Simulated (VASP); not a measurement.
# MgS (Niningerite) (Fm-3m) in VASP: notebook

The runs below take MgS (Niningerite) through single point, with r2SCAN.

All numbers are computed with VASP 6.6.1; they aren't measurements. Logs are shortened: lines on timing, memory, paths and dates and some standing lists are left out, and cuts for length are marked.

## 1. The cell of the first run

The structure is cubic, space group Fm-3m (No. 225). The conventional cell has a = 5.203 Å, b = 5.203 Å, c = 5.203 Å, α = 90.00°, β = 90.00°, γ = 90.00°. Within 3.4 Å of S (site symmetry m-3m) lie 6 Mg at 2.60 Å. Within 3.4 Å of Mg (site symmetry m-3m) lie 6 S at 2.60 Å.

## 2. Single point, r2SCAN

Input file POSCAR:

```
MgS
1.0
    0.0000000000      2.6016500000      2.6016500000
    2.6016500000      0.0000000000      2.6016500000
    2.6016500000      2.6016500000      0.0000000000
S Mg
1 1
Direct
    0.5000000000      0.5000000000      0.5000000000
    0.0000000000      0.0000000000      0.0000000000
```

Input file INCAR.step1:

```
PREC = Accurate ; ENCUT = 520
ISMEAR = -1 ; SIGMA = 0.05
LREAL = F ; LASPH = T
NELM = 60 ; NBANDS = 11
GGA = PE ; ALGO = Normal
EDIFF = 1E-4 ; LWAVE = T
LCHARG = F
```

Input file INCAR.step2:

```
PREC = Accurate ; ENCUT = 520
EDIFF = 1E-6 ; ISMEAR = -1
SIGMA = 0.05 ; LREAL = F
LASPH = T ; NELM = 60
ALGO = Normal ; ISIF = 2
LWAVE = F ; LCHARG = F
METAGGA = R2SCAN ; LMIXTAU = T
NBANDS = 11 ; ISTART = 1
```

Input file KPOINTS:

```
regular mesh
0
Gamma
  9 9 9
```

Potentials or basis: VASP PAW PBE potentials, release 64 (S, Mg).

Launch:

```console
$ cat potpaw_PBE.64/S/POTCAR potpaw_PBE.64/Mg/POTCAR > POTCAR
$ cp INCAR.step1 INCAR
$ mpirun -np 1 vasp_std > vasp.out
$ cp INCAR.step2 INCAR
$ mpirun -np 1 vasp_std > vasp.out
```

OUTCAR:

```text
PREC = Accurate
   ENCUT = 520
   EDIFF = 1E-6
   ISMEAR = -1
   LREAL = F
   LASPH = T
   NELM = 60
   ISIF = 2
   METAGGA = R2SCAN
   ISTART = 1

 ion  position               nearest neighbor table
   1  0.500  0.500  0.500-   2 2.60   2 2.60   2 2.60   2 2.60   2 2.60   2 2.60
   2  0.000  0.000  0.000-   1 2.60   1 2.60   1 2.60   1 2.60   1 2.60   1 2.60

  LATTYP: Found a face centered cubic cell.
 ALAT       =     5.2033000000

  Lattice vectors:

 A1 = (   0.0000000000,   2.6016500000,   2.6016500000)
 A2 = (   2.6016500000,   0.0000000000,   2.6016500000)
 A3 = (   2.6016500000,   2.6016500000,   0.0000000000)

Analysis of symmetry for initial positions (statically):
[... 33 lines left out ...]
                                     Primitive cell

  volume of cell :      35.2190

  direct lattice vectors                    reciprocal lattice vectors
     0.000000000  2.601650000  2.601650000    -0.192185728  0.192185728  0.192185728
     2.601650000  0.000000000  2.601650000     0.192185728 -0.192185728  0.192185728
     2.601650000  2.601650000  0.000000000     0.192185728  0.192185728 -0.192185728

  length of vectors
     3.679288715  3.679288715  3.679288715     0.332875446  0.332875446  0.332875446

  position of ions in fractional coordinates (direct lattice)
[... 8 lines left out ...]
----------------------------------------------------------------------------------------

 KPOINTS: regular mesh

Automatic generation of k-mesh.
 Grid dimensions read from file:
 generate k-points for:    9    9    9

 Generating k-lattice:

  Cartesian coordinates                     Fractional coordinates (reciprocal lattice)
    -0.021353970  0.021353970  0.021353970     0.111111111  0.000000000  0.000000000
     0.021353970 -0.021353970  0.021353970     0.000000000  0.111111111  0.000000000
     0.021353970  0.021353970 -0.021353970     0.000000000  0.000000000  0.111111111

  Length of vectors
     0.036986161  0.036986161  0.036986161

  Shift w.r.t. Gamma in fractional coordinates (k-lattice)
     0.000000000  0.000000000  0.000000000

 Subroutine IBZKPT returns following result:
 ===========================================

 Found     35 irreducible k-points:

 Following reciprocal coordinates:
            Coordinates               Weight
  0.000000  0.000000  0.000000      1.000000
  0.111111  0.000000  0.000000      8.000000
  0.222222  0.000000  0.000000      8.000000
  0.333333  0.000000  0.000000      8.000000
  0.444444  0.000000  0.000000      8.000000
  0.111111  0.111111  0.000000      6.000000
[... 16 lines left out ...]
 -0.333333  0.333333  0.000000     12.000000
  0.444444  0.444444  0.000000      6.000000
 [... further k-points ...]
   k-points           NKPTS =     35   k-points in BZ     NKDIM =     35   number of bands    NBANDS=     11
   number of dos      NEDOS =    301   number of ions     NIONS =      2
   total plane-waves  NPLWV =  21952
   dimension x,y,z NGX =    28 NGY =   28 NGZ =   28
   dimension x,y,z NGXF=    56 NGYF=   56 NGZF=   56
   ions per type =               1   1
   NGX,Y,Z   is equivalent  to a cutoff of  12.65, 12.65, 12.65 a.u.
   NGXF,Y,Z  is equivalent  to a cutoff of  25.30, 25.30, 25.30 a.u.
 SYSTEM =  unknown system
   PREC   = accura    normal or accurate (medium, high low for compatibility)
   ISTART =      1    job   : 0-new  1-cont  2-samecut
   ICHARG =      0    charge: 1-file 2-atom 10-const
   ISPIN  =      1    spin polarized calculation?
   LNONCOLLINEAR =      F non collinear calculations
   LSORBIT =      F    spin-orbit coupling
   LASPH  =      T    aspherical Exc in radial PAW
   ENCUT  =  520.0 eV  38.22 Ry    6.18 a.u.   6.84  6.84  6.84*2*pi/ulx,y,z
   NELM   =     60;   NELMIN=  2; NELMDL=  0     # of ELM steps
   EDIFF  = 0.1E-05   stopping-criterion for ELM
   LREAL  =      F    real-space projection
   EDIFFG = 0.1E-04   stopping-criterion for IOM
   NSW    =      0    number of steps for IOM
   IBRION =     -1    ionic relax: 0-MD 1-quasi-New 2-CG
[... 8 lines left out ...]
   EMIN   =  10.00;   EMAX   =-10.00  energy-range for DOS
   EFERMI =   0.00;   METHOD = LEGACY
   ISMEAR =    -1;   SIGMA  =   0.05  broadening in eV -4-tet -1-fermi 0-gaus
   EFERMI_NEDOS =   21; number of points for ismear=-14 and -15
   IALGO  =     38    algorithm
   IMIX   =      4    mixing-type and parameters
     AMIX     =   0.40;   BMIX     =  1.00
     AMIX_MAG =   1.60;   BMIX_MAG =  1.00
  volume/ion in A,a.u.               =      17.61       118.83
  Fermi-wavevector in a.u.,A,eV,Ry     =   0.998878  1.887606 13.575323  0.997758
  Thomas-Fermi vector in A             =   2.131131
   LORBIT       =      0    0 simple, 1 ext, 2 COOP (PROOUT), +10 PAW based schemes
   METAGGA = R2SCAN    functional components
   LHFCALC =     F    Hartree Fock is set to
   AEXX    =    0.0000 exact exchange contribution
   IVDW    =     0    specifies the selected vdW correction
   LEPSILON=     F    determine dielectric tensor
   LRPA    =     F    only Hartree local field effects (RPA)
 non-spin polarized calculation
  energy-cutoff  :      520.00
  volume of cell :       35.22
 maximum number of plane-waves:       958
   NGX = 13   NGY = 13   NGZ = 13

 number of electron       8.0000000 magnetization

 Free energy of the ion-electron system (eV)
  ---------------------------------------------------
  ext. energy  EPLUGINS =         0.00000000
  ---------------------------------------------------
  free energy    TOTEN  =       -15.51060573 eV

  energy without entropy =      -15.51060573  energy(sigma->0) =      -15.51060573

 E-fermi :   4.5226     XC(G=0): -10.0898

 val. band max:        3.4923356248   @ k =   0.0000   0.0000   0.0000
 cond. band min:       7.0571871345   @ k =   0.4444   0.4444   0.0000
 fundamental gap:      3.5648515098
 Fermi energy:         4.5226298690

 k-point     1 :       0.0000    0.0000    0.0000
  band No.  band energies     occupation
      1      -9.6903      2.00000
      2       3.4923      2.00000
      3       3.4923      2.00000
      4       3.4923      2.00000
      5       8.1076      0.00000
      6      12.0238      0.00000
      7      12.0238      0.00000
      8      12.0238      0.00000
      9      14.4341      0.00000
     10      14.4341      0.00000
     11      17.0363      0.00000

 k-point     2 :       0.1111    0.0000    0.0000
  band No.  band energies     occupation
      1      -9.5672      2.00000
      2       2.6607      2.00000
      3       3.4075      2.00000
      4       3.4075      2.00000
      5       8.7500      0.00000
      6      11.7715      0.00000
      7      12.2504      0.00000
      8      12.2504      0.00000
      9      13.9146      0.00000
     10      13.9146      0.00000
     11      17.3506      0.00000

 k-point     3 :       0.2222    0.0000    0.0000
  band No.  band energies     occupation
      1      -9.2261      2.00000
      2       1.0893      2.00000
      3       3.2096      2.00000
      4       3.2097      2.00000
      5       9.2359      0.00000
      6      12.0877      0.00000
      7      12.0877      0.00000
      8      12.2706      0.00000
      9      14.1466      0.00000
     10      14.1466      0.00000
     11      16.6376      0.00000

 k-point     4 :       0.3333    0.0000    0.0000
  band No.  band energies     occupation
      1      -8.7696      2.00000
      2      -0.3669      2.00000
      3       3.0086      2.00000
      4       3.0086      2.00000
      5       8.9727      0.00000
      6      11.4354      0.00000
      7      11.4355      0.00000
      8      13.8136      0.00000
      9      15.7348      0.00000
     10      15.7348      0.00000
     11      16.0991      0.00000

 k-point     5 :       0.4444    0.0000    0.0000
  band No.  band energies     occupation
      1      -8.4122      2.00000
      2      -1.2610      2.00000
      3       2.8883      2.00000
      4       2.8883      2.00000
      5       8.7404      0.00000
      6      11.0459      0.00000
      7      11.0460      0.00000
      8      14.6800      0.00000
      9      16.5109      0.00000
     10      17.8571      0.00000
     11      17.8571      0.00000
[... 211 lines left out ...]
 k-point    21 :       0.4444    0.3333    0.0000
  band No.  band energies     occupation
      1      -8.2009      2.00000
      2      -0.3833      2.00000
      3       1.5848      2.00000
      4       1.9835      2.00000
      5       7.7627      0.00000
      6       9.1777      0.00000
      7      14.5183      0.00000
      8      14.9997      0.00000
      9      17.2045      0.00000
     10      18.2260      0.00000
     11      21.1508      0.00000

 k-point    22 :      -0.4444    0.3333    0.0000
  band No.  band energies     occupation
      1      -8.0150      2.00000
      2      -0.4402      2.00000
      3       0.6871      2.00000
      4       2.0598      2.00000
      5       7.9819      0.00000
      6      10.4365      0.00000
      7      14.0399      0.00000
      8      14.2801      0.00000
      9      17.0123      0.00000
     10      18.4178      0.00000
     11      21.0816      0.00000

 k-point    23 :      -0.3333    0.3333    0.0000
  band No.  band energies     occupation
      1      -8.0463      2.00000
      2      -0.1554      2.00000
      3       0.1185      2.00000
      4       2.3185      2.00000
      5       8.5594      0.00000
      6      11.9368      0.00000
      7      13.0984      0.00000
      8      13.5232      0.00000
      9      16.2280      0.00000
     10      16.6785      0.00000
     11      21.4347      0.00000

 k-point    24 :       0.4444    0.4444    0.0000
  band No.  band energies     occupation
      1      -8.0402      2.00000
      2      -0.6776      2.00000
      3       1.8040      2.00000
      4       1.8040      2.00000
      5       7.0572      0.00000
      6       8.4828      0.00000
      7      16.2464      0.00000
      8      16.8603      0.00000
      9      17.5608      0.00000
     10      17.5608      0.00000
     11      20.6134      0.00000

 [... further k-points ...]
[... 5 lines left out ...]
  --------------------------------------------------------------------------------------
  -------------------------------------------------------------------------------------
  Total       -0.1008730     -0.1008730     -0.1008730     -0.0000000      0.0000000     -0.0000000
  in kB       -4.5889028     -4.5889028     -4.5889028     -0.0000000      0.0000000     -0.0000000
  external PRESSURE =      -4.5889028 kB  Pullay stress =       0.0000000 kB

 VOLUME and BASIS-vectors are now :
 -----------------------------------------------------------------------------
  energy-cutoff  :      520.00
  volume of cell :       35.22
      direct lattice vectors                 reciprocal lattice vectors
     0.000000000  2.601650000  2.601650000    -0.192185728  0.192185728  0.192185728
     2.601650000  0.000000000  2.601650000     0.192185728 -0.192185728  0.192185728
     2.601650000  2.601650000  0.000000000     0.192185728  0.192185728 -0.192185728

 POSITION                                       TOTAL-FORCE (eV/Angst)
 -----------------------------------------------------------------------------------
      2.60165      2.60165      2.60165         0.000000     -0.000000      0.000000
      0.00000      0.00000      0.00000        -0.000000      0.000000     -0.000000
 -----------------------------------------------------------------------------------
    total drift:                                0.000000      0.000000      0.000000

  FREE ENERGIE OF THE ION-ELECTRON SYSTEM (eV)
  ---------------------------------------------------
  free  energy   TOTEN  =       -15.5106057255 eV

  energy  without entropy=      -15.5106057255  energy(sigma->0) =      -15.51060573
```

Run time: 43 s. Hardware: 1 thread of Intel Xeon Platinum 8488C (Sapphire Rapids), shared host; peak memory 0.17 GiB.

Results:

* Free energy: -15.5106 eV
* Pressure: -0.5 GPa
* Band gap on the k mesh: 3.56 eV, indirect (least direct gap 4.62 eV)

Caveat: the PAW data sets were made with another functional, which shifts forces and pressure a little.

## 3. Single point, r2SCAN

This run uses another cell than the first one, of 17.96 Å³/atom, 1.020 times its volume.

Input file POSCAR:

```
MgS
1.0
    0.0000000000      2.6188799723      2.6188799723
    2.6188799723      0.0000000000      2.6188799723
    2.6188799723      2.6188799723      0.0000000000
S Mg
1 1
Direct
    0.5000000000      0.5000000000      0.5000000000
    0.0000000000      0.0000000000      0.0000000000
```

Input file INCAR.step1:

```
SYSTEM = MgS
PREC = Accurate ; ENCUT = 520
ISMEAR = -1 ; SIGMA = 0.05
LREAL = .FALSE. ; LASPH = .TRUE.
NELM = 100 ; NBANDS = 11
GGA = PE ; ALGO = Normal
EDIFF = 1E-4 ; LWAVE = .TRUE.
LCHARG = .FALSE.
```

Input file INCAR.step2:

```
SYSTEM = MgS
PREC = Accurate ; ENCUT = 520
EDIFF = 1E-6 ; ISMEAR = -1
SIGMA = 0.05 ; LREAL = .FALSE.
LASPH = .TRUE. ; NELM = 100
ALGO = Normal ; ISIF = 2
LWAVE = .FALSE. ; LCHARG = .FALSE.
METAGGA = R2SCAN ; LMIXTAU = .TRUE.
NBANDS = 11 ; ISTART = 1
```

Input file KPOINTS:

```
regular mesh
0
G
  9 9 9
  0 0 0
```

Potentials or basis: VASP PAW PBE potentials, release 64 (S, Mg).

Launch:

```console
$ cat potpaw_PBE.64/S/POTCAR potpaw_PBE.64/Mg/POTCAR > POTCAR
$ cp INCAR.step1 INCAR
$ mpirun -np 1 vasp_std > vasp.out
$ cp INCAR.step2 INCAR
$ mpirun -np 1 vasp_std > vasp.out
```

Wall time 44 s (1 thread of Intel Xeon Platinum 8488C (Sapphire Rapids), shared host); peak memory 0.17 GiB.

It converged, with:

```
Free energy            : -15.5053 eV
Pressure               : -2.0 GPa
Band gap on the k mesh : 3.52 eV, indirect (least direct gap 4.45 eV)
```

Levels at points of the mesh, in eV from the valence-band top:
```
           k point  band 2  band 3  band 4  band 5  band 6  band 7
(0.00, 0.00, 0.00)    0.00    0.00    0.00    4.45    8.54    8.54
```

Caveat: the PAW data sets were made with another functional, which shifts forces and pressure a little. r2SCAN opens gaps a little over a GGA but as a rule still falls short of measured ones.

(Part 1 of 2 ends here.)
